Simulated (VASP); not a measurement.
# S (Pm-3n) in VASP: single point with r2SCAN

Aim: the single point of S with r2SCAN.

All numbers are computed with VASP 6.6.1; they aren't measurements. Logs are shortened: lines on timing, memory, paths and dates and some standing lists are left out, and cuts for length are marked.

**1. The cell of the first run**

It takes space group Pm-3n (No. 223, cubic). Conventional cell: a = 5.066 Å, b = 5.066 Å, c = 5.066 Å, α = 90.00°, β = 90.00°, γ = 90.00°. S (site symmetry m-3) has 12 S at 2.83 Å within 3.7 Å. S (site symmetry -4m2) has 14 S at 2.53 to 3.10 Å within 3.3 Å.

**2. Single point, r2SCAN**

Input file POSCAR:

```
S
1.0
    5.0663842133      0.0000000000      0.0000000000
    0.0000000000      5.0663842133      0.0000000000
    0.0000000000      0.0000000000      5.0663842133
S
8
Direct
    0.5000000000      0.5000000000      0.5000000000
    0.0000000000      0.0000000000      0.0000000000
    0.2500000000      0.0000000000      0.5000000000
    0.5000000000      0.2500000000      0.0000000000
    0.5000000000      0.7500000000      0.0000000000
    0.7500000000      0.0000000000      0.5000000000
    0.0000000000      0.5000000000      0.7500000000
    0.0000000000      0.5000000000      0.2500000000
```

Input file INCAR.step1:

```
SYSTEM = S
ALGO = Normal
EDIFF = 1E-4
ENCUT = 520
GGA = PE
ISMEAR = 0
LASPH = .True.
LCHARG = .False.
LREAL = .False.
LWAVE = .True.
NBANDS = 34
NELM = 100
PREC = Accurate
SIGMA = 0.1
```

Input file INCAR.step2:

```
SYSTEM = S
ALGO = Normal
EDIFF = 1E-7
ENCUT = 520
ISIF = 2
ISMEAR = 0
ISTART = 1
LASPH = .True.
LCHARG = .True.
LELF = .True.
LMIXTAU = .True.
LREAL = .False.
LVHAR = .True.
LWAVE = .False.
METAGGA = R2SCAN
NBANDS = 34
NELM = 100
PREC = Accurate
SIGMA = 0.1
```

Input file KPOINTS:

```
k-points
0
Gamma
  8 8 8
  0 0 0
```

Potentials or basis: VASP PAW PBE potentials, release 64 (S).

The run is started by

```
> cat potpaw_PBE.64/S/POTCAR > POTCAR
> cp INCAR.step1 INCAR
> mpirun -np 1 vasp_std > vasp.out
> cp INCAR.step2 INCAR
> mpirun -np 1 vasp_std > vasp.out
```

OUTCAR:

```text
SYSTEM = S
   EDIFF = 1E-7
   ENCUT = 520
   ISIF = 2
   ISMEAR = 0
   ISTART = 1
   LASPH = .True.
   LREAL = .False.
   METAGGA = R2SCAN
   NELM = 100
   PREC = Accurate

 ion  position               nearest neighbor table
   1  0.500  0.500  0.500-
   2  0.000  0.000  0.000-
   3  0.250  0.000  0.500-   6 2.53   6 2.53
   4  0.500  0.250  0.000-   5 2.53   5 2.53
   5  0.500  0.750  0.000-   4 2.53   4 2.53
   6  0.750  0.000  0.500-   3 2.53   3 2.53
   7  0.000  0.500  0.750-   8 2.53   8 2.53
   8  0.000  0.500  0.250-   7 2.53   7 2.53

  LATTYP: Found a simple cubic cell.
 ALAT       =     5.0663842133

  Lattice vectors:

 A1 = (   5.0663842133,   0.0000000000,   0.0000000000)
 A2 = (   0.0000000000,   5.0663842133,   0.0000000000)
 A3 = (   0.0000000000,   0.0000000000,   5.0663842133)

Analysis of symmetry for initial positions (statically):
=====================================================================
 Subroutine PRICEL returns:
 Original cell was already a primitive cell.

 Routine SETGRP: Setting up the symmetry group for a
 simple cubic supercell.

 Subroutine GETGRP returns: Found 48 space group operations
 (whereof 24 operations were pure point group operations)
 out of a pool of 48 trial point group operations.

The static configuration has the point symmetry T_h .
 The point group associated with its full space group is O_h .

Analysis of symmetry for dynamics (positions and initial velocities):
=====================================================================
 Subroutine PRICEL returns:
 Original cell was already a primitive cell.

 Routine SETGRP: Setting up the symmetry group for a
 simple cubic supercell.

 Subroutine GETGRP returns: Found 48 space group operations
 (whereof 24 operations were pure point group operations)
 out of a pool of 48 trial point group operations.

The dynamic configuration has the point symmetry T_h .
 The point group associated with its full space group is O_h .

 Subroutine INISYM returns: Found 48 space group operations
 (whereof 24 operations are pure point group operations),
 and found     1 'primitive' translations

----------------------------------------------------------------------------------------

                                     Primitive cell

  volume of cell :     130.0452

  direct lattice vectors                    reciprocal lattice vectors
     5.066384213  0.000000000  0.000000000     0.197379424  0.000000000  0.000000000
     0.000000000  5.066384213  0.000000000     0.000000000  0.197379424  0.000000000
     0.000000000  0.000000000  5.066384213     0.000000000  0.000000000  0.197379424

  length of vectors
     5.066384213  5.066384213  5.066384213     0.197379424  0.197379424  0.197379424

  position of ions in fractional coordinates (direct lattice)
     0.500000000  0.500000000  0.500000000
     0.000000000  0.000000000  0.000000000
     0.250000000  0.000000000  0.500000000
     0.500000000  0.250000000  0.000000000
     0.500000000  0.750000000  0.000000000
     0.750000000  0.000000000  0.500000000
     0.000000000  0.500000000  0.750000000
     0.000000000  0.500000000  0.250000000

  ion indices of the primitive-cell ions
   primitive index   ion index
                 1           1
                 2           2
                 3           3
                 4           4
                 5           5
                 6           6
                 7           7
                 8           8

----------------------------------------------------------------------------------------

 KPOINTS: k-points

Automatic generation of k-mesh.
 Grid dimensions read from file:
 generate k-points for:    8    8    8

 Generating k-lattice:

  Cartesian coordinates                     Fractional coordinates (reciprocal lattice)
     0.024672428  0.000000000  0.000000000     0.125000000  0.000000000  0.000000000
     0.000000000  0.024672428  0.000000000     0.000000000  0.125000000  0.000000000
     0.000000000  0.000000000  0.024672428     0.000000000  0.000000000  0.125000000

  Length of vectors
     0.024672428  0.024672428  0.024672428

  Shift w.r.t. Gamma in fractional coordinates (k-lattice)
     0.000000000  0.000000000  0.000000000

 Subroutine IBZKPT returns following result:
 ===========================================

 Found     35 irreducible k-points:

 Following reciprocal coordinates:
            Coordinates               Weight
  0.000000  0.000000  0.000000      1.000000
  0.125000  0.000000  0.000000      6.000000
  0.250000  0.000000  0.000000      6.000000
  0.375000  0.000000  0.000000      6.000000
  0.500000  0.000000  0.000000      3.000000
  0.125000  0.125000  0.000000     12.000000
[... 16 lines left out ...]
  0.375000  0.375000  0.125000     24.000000
  0.500000  0.375000  0.125000     24.000000
 [... further k-points ...]
   k-points           NKPTS =     35   k-points in BZ     NKDIM =     35   number of bands    NBANDS=     34
   number of dos      NEDOS =    301   number of ions     NIONS =      8
   total plane-waves  NPLWV =  64000
   dimension x,y,z NGX =    40 NGY =   40 NGZ =   40
   dimension x,y,z NGXF=    80 NGYF=   80 NGZF=   80
   ions per type =               8
   NGX,Y,Z   is equivalent  to a cutoff of  13.13, 13.13, 13.13 a.u.
   NGXF,Y,Z  is equivalent  to a cutoff of  26.25, 26.25, 26.25 a.u.
 SYSTEM =  S
   PREC   = accura    normal or accurate (medium, high low for compatibility)
   ISTART =      1    job   : 0-new  1-cont  2-samecut
   ICHARG =      0    charge: 1-file 2-atom 10-const
   ISPIN  =      1    spin polarized calculation?
   LNONCOLLINEAR =      F non collinear calculations
   LSORBIT =      F    spin-orbit coupling
   LASPH  =      T    aspherical Exc in radial PAW
   ENCUT  =  520.0 eV  38.22 Ry    6.18 a.u.   9.42  9.42  9.42*2*pi/ulx,y,z
   NELM   =    100;   NELMIN=  2; NELMDL=  0     # of ELM steps
   EDIFF  = 0.1E-06   stopping-criterion for ELM
   LREAL  =      F    real-space projection
   EDIFFG = 0.1E-05   stopping-criterion for IOM
   NSW    =      0    number of steps for IOM
   IBRION =     -1    ionic relax: 0-MD 1-quasi-New 2-CG
   NFREE  =      0    steps in history (QN), initial steepest desc. (CG)
   ISIF   =      2    stress and relaxation
   ISYM   =      2    0-nonsym 1-usesym 2-fastsym
   POTIM  = 0.5000    time-step for ionic-motion
   TEBEG  =    0.0;   TEEND  =   0.0 temperature during run
   PSTRESS=    0.0 pullay stress
   NELECT =      48.0000    total number of electrons
   NUPDOWN=      -1.0000    fix difference up-down
   EMIN   =  10.00;   EMAX   =-10.00  energy-range for DOS
   EFERMI =   0.00;   METHOD = LEGACY
   ISMEAR =     0;   SIGMA  =   0.10  broadening in eV -4-tet -1-fermi 0-gaus
   EFERMI_NEDOS =   21; number of points for ismear=-14 and -15
   IALGO  =     38    algorithm
   IMIX   =      4    mixing-type and parameters
     AMIX     =   0.40;   BMIX     =  1.00
     AMIX_MAG =   1.60;   BMIX_MAG =  1.00
  volume/ion in A,a.u.               =      16.26       109.70
  Fermi-wavevector in a.u.,A,eV,Ry     =   1.174331  2.219163 18.763153  1.379053
  Thomas-Fermi vector in A             =   2.310730
   LORBIT       =      0    0 simple, 1 ext, 2 COOP (PROOUT), +10 PAW based schemes
   METAGGA = R2SCAN    functional components
   LHFCALC =     F    Hartree Fock is set to
   AEXX    =    0.0000 exact exchange contribution
   IVDW    =     0    specifies the selected vdW correction
   LEPSILON=     F    determine dielectric tensor
   LRPA    =     F    only Hartree local field effects (RPA)
 non-spin polarized calculation
 Gauss-broadening in eV      SIGMA  =   0.10
  energy-cutoff  :      520.00
  volume of cell :      130.05
 maximum number of plane-waves:      3532
 NGX is ok and might be reduce to    40
   NGX = 19   NGY = 19   NGZ = 19

 number of electron      47.9999986 magnetization

 Free energy of the ion-electron system (eV)
  ---------------------------------------------------
  ext. energy  EPLUGINS =         0.00000000
  ---------------------------------------------------
  free energy    TOTEN  =       -52.52370305 eV

  energy without entropy =      -52.47264739  energy(sigma->0) =      -52.49817522

 E-fermi :   6.8506     XC(G=0): -11.6276

 val. band max:        6.8449796956   @ k =   0.5000   0.2500   0.2500
 cond. band min:       6.8541676111   @ k =   0.3750   0.2500   0.0000
 fundamental gap:      0.0091879155
 Fermi energy:         6.8506447274

 k-point     1 :       0.0000    0.0000    0.0000
  band No.  band energies     occupation
      1     -10.3704      2.00000
      2      -6.9791      2.00000
      3      -6.9791      2.00000
      4      -6.8131      2.00000
      5      -4.6992      2.00000
      6      -4.6992      2.00000
[... 26 lines left out ...]
     33      15.1168      0.00000
     34      16.0951      0.00000

 k-point     2 :       0.1250    0.0000    0.0000
  band No.  band energies     occupation
      1     -10.2921      2.00000
      2      -7.2177      2.00000
      3      -6.9159      2.00000
      4      -6.8078      2.00000
      5      -4.6794      2.00000
      6      -4.6781      2.00000
[... 26 lines left out ...]
     33      15.3327      0.00000
     34      15.5272      0.00000

 k-point     3 :       0.2500    0.0000    0.0000
  band No.  band energies     occupation
      1     -10.0592      2.00000
      2      -7.8373      2.00000
      3      -6.7362      2.00000
      4      -6.6616      2.00000
      5      -4.8870      2.00000
      6      -4.8139      2.00000
[... 26 lines left out ...]
     33      14.7035      0.00000
     34      15.9116      0.00000
[... 704 lines left out ...]
 k-point    23 :       0.3750    0.3750    0.1250
  band No.  band energies     occupation
      1      -8.9227      2.00000
      2      -7.8436      2.00000
      3      -7.7833      2.00000
      4      -6.7188      2.00000
      5      -6.1462      2.00000
      6      -5.3045      2.00000
[... 26 lines left out ...]
     33      14.7056      0.00000
     34      14.8940      0.00000

 k-point    24 :       0.5000    0.3750    0.1250
  band No.  band energies     occupation
      1      -8.4489      2.00000
      2      -8.3894      2.00000
      3      -7.4468      2.00000
      4      -7.1815      2.00000
      5      -5.9147      2.00000
      6      -5.4700      2.00000
[... 26 lines left out ...]
     33      14.5755      0.00000
     34      14.7006      0.00000

 [... further k-points ...]
[... 5 lines left out ...]
  --------------------------------------------------------------------------------------
  -------------------------------------------------------------------------------------
  Total       -0.2056403     -0.2056403     -0.2056403      0.0000000      0.0000000     -0.0000000
  in kB       -2.5335204     -2.5335204     -2.5335204      0.0000000      0.0000000     -0.0000000
  external PRESSURE =      -2.5335204 kB  Pullay stress =       0.0000000 kB

 VOLUME and BASIS-vectors are now :
 -----------------------------------------------------------------------------
  energy-cutoff  :      520.00
  volume of cell :      130.05
      direct lattice vectors                 reciprocal lattice vectors
     5.066384213  0.000000000  0.000000000     0.197379424  0.000000000  0.000000000
     0.000000000  5.066384213  0.000000000     0.000000000  0.197379424  0.000000000
     0.000000000  0.000000000  5.066384213     0.000000000  0.000000000  0.197379424

 POSITION                                       TOTAL-FORCE (eV/Angst)
 -----------------------------------------------------------------------------------
      2.53319      2.53319      2.53319        -0.000000     -0.000000      0.000000
      0.00000      0.00000      0.00000        -0.000000     -0.000000      0.000000
      1.26660      0.00000      2.53319        -0.000000      0.000000      0.000000
      2.53319      1.26660      0.00000        -0.000000      0.000000      0.000000
      2.53319      3.79979      0.00000         0.000000     -0.000000     -0.000000
      3.79979      0.00000      2.53319         0.000000     -0.000000     -0.000000
      0.00000      2.53319      3.79979        -0.000000      0.000000     -0.000000
      0.00000      2.53319      1.26660         0.000000     -0.000000      0.000000
 -----------------------------------------------------------------------------------
    total drift:                                0.000000     -0.000000      0.000000

  FREE ENERGIE OF THE ION-ELECTRON SYSTEM (eV)
  ---------------------------------------------------
  free  energy   TOTEN  =       -52.5237030480 eV

  energy  without entropy=      -52.4726473872  energy(sigma->0) =      -52.49817522
```

Wall time 3.5 min (1 thread of Intel Xeon 6975P-C (Granite Rapids), shared host); peak memory 0.29 GiB.

Results:

```yaml
Free_energy: -52.5237 eV
Pressure: -0.3 GPa
Band_gap_on_the_k_mesh: zero (band 24 reaches 7.63 eV, above the bottom of band 25 at 5.94 eV)
```

Levels at points of the mesh, in eV from the Fermi level:
| k point | band 21 | band 22 | band 23 | band 24 | band 25 | band 26 | band 27 | band 28 |
| --- | --- | --- | --- | --- | --- | --- | --- | --- |
| (0.00, 0.00, 0.00) | -0.23 | -0.23 | -0.23 | 0.19 | 0.19 | 0.19 | 1.75 | 1.75 |
| (0.50, 0.00, 0.00) | -1.12 | -1.12 | -0.38 | -0.38 | 0.23 | 0.23 | 1.64 | 1.64 |
| (0.50, 0.50, 0.00) | -1.34 | -0.65 | -0.21 | -0.21 | 0.39 | 0.39 | 0.50 | 0.58 |
| (0.50, 0.50, 0.50) | -1.09 | -1.09 | -0.91 | -0.91 | -0.91 | -0.91 | -0.34 | -0.34 |

Caveat: the PAW data sets were made with another functional, which shifts forces and pressure a little.
